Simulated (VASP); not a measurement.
GaAs: single point with r2SCAN

Crystal: GaAs.

```
CELL_PARAMETERS angstrom
0.00000 2.82063 2.82063
2.82063 0.00000 2.82063
2.82063 2.82063 0.00000
ATOMIC_POSITIONS crystal
Ga 0.00000 0.00000 0.00000
As 0.75000 0.75000 0.75000
```

```
Program                : VASP 6.6.1
Task                   : single point
Functional             : r2SCAN
Potentials or basis    : VASP PAW PBE potentials, release 64 (Ga_d, As)
Cutoff                 : 520 eV
k mesh                 : 8 × 8 × 8
Occupations            : gaussian, width 0.01 eV
Spin                   : no spin polarisation
Dipole correction      : no
Further INCAR settings : ALGO = Normal; EDIFF = 1e-07; NBANDS = 16
```

| Property | Result |
| --- | --- |
| Pressure | 1.1 GPa |
| Band gap on the k mesh | 1.05 eV |

Levels at points of the mesh, in eV from the valence-band top:
```
           k point  band 6  band 7  band 8  band 9  band 10  band 11  band 12  band 13
(0.00, 0.00, 0.00)  -13.26    0.00    0.00    0.00     1.05     4.04     4.04     4.04
(0.50, 0.00, 0.00)  -11.39   -6.85   -1.20   -1.20     1.38     4.99     4.99     8.30
(0.50, 0.50, 0.00)  -10.60   -7.03   -2.80   -2.80     1.75     1.95    10.92    10.92
```

Wall time 50 s on 1 thread of Intel(R) Xeon(R) 6975P-C (Granite Rapids), with other jobs on the host, peak memory 0.18 GiB.

Caveat: the PAW data sets were made with another functional, which shifts forces and pressure a little. A k mesh can miss the band edges.
